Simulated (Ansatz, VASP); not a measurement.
Two plane-wave programs on SiNi

INCAR

```
SYSTEM = SiNi
PREC     = Accurate       ! precision mode
ENCUT    = 690            ! plane-wave cutoff, eV
EDIFF    = 1E-6           ! SCF threshold, eV
ISMEAR   = -1             ! smearing method
SIGMA    = 0.1            ! smearing width, eV
LREAL    = .FALSE.        ! projectors in reciprocal space
LASPH    = .TRUE.         ! aspherical terms in the spheres
NELM     = 120            ! most SCF steps
ALGO     = Normal         ! electronic algorithm
ISIF     = 2              ! what is computed and relaxed
LWAVE    = .FALSE.        ! write WAVECAR
LCHARG   = .FALSE.        ! write CHGCAR
GGA      = PE             ! functional
NBANDS   = 18             ! bands
GGA_COMPAT= .FALSE.
```

KPOINTS

```
Automatic mesh
0
G
  14 14 13
  0 0 0
```

Contents of POSCAR:

```
SiNi
1.0
    2.3711075784      0.0000000000      0.0000000000
   -1.1855537892      2.0534393980      0.0000000000
    0.0000000000      0.0000000000      3.4421795808
Ni Si
1 1
Direct
    0.0000000000      0.0000000000      0.0000000000
    0.3333333333      0.6666666667      0.5000000000
```

Input for Ansatz:

```yaml
crystal:
  lattice:
    - [2.3711075784, 0.0, 0.0]
    - [-1.1855537892, 2.053439398, 0.0]
    - [0.0, 0.0, 3.4421795808]
  atoms:
    - { symbol: Ni, position: [0.0, 0.0, 0.0] }
    - { symbol: Si, position: [0.3333333333, 0.6666666667, 0.5] }
kpoints:
  mp_grid: { grid: [14, 14, 13] }
scf:
  occupations: { method: fermi_dirac, width: 0.1 }
hamiltonian:
  xc: pbe
  pseudopotentials: { kind: paw }
output:
  forces: true
  stress: true
  eigenvalues: true
  populations: true
```

Change from the starting cell: volume scaled by 0.64, PAW files.

Alike in both runs: task single point; functional PBE; k mesh 14 × 14 × 13; occupations fermi-dirac, width 0.1 eV; no spin polarisation.

|  | VASP | Ansatz |
| --- | --- | --- |
| version | VASP 6.6.1 | Ansatz 0.2.0 |
| potentials or method | VASP PAW PBE potentials, release 64 (Ni_sv_GW, Si) | PAW with Ansatz's default frozen-core files, scalar-relativistic |
| plane-wave cutoff (eV) | 690 | 420 |
| valence electrons in the cell | 22 | 22 |

|  | VASP | Ansatz | Ansatz less VASP |
| --- | --- | --- | --- |
| pressure (GPa) | 119.0 | 119.9 | +0.92 |
| traceless stress, the component that is largest in VASP (GPa) | 0.35 | 0.13 | -0.223 |

Both programs put the cell under a high pressure, so it lies far from rest at this level.

Noted on VASP's run: the cell as given lies far from equilibrium.
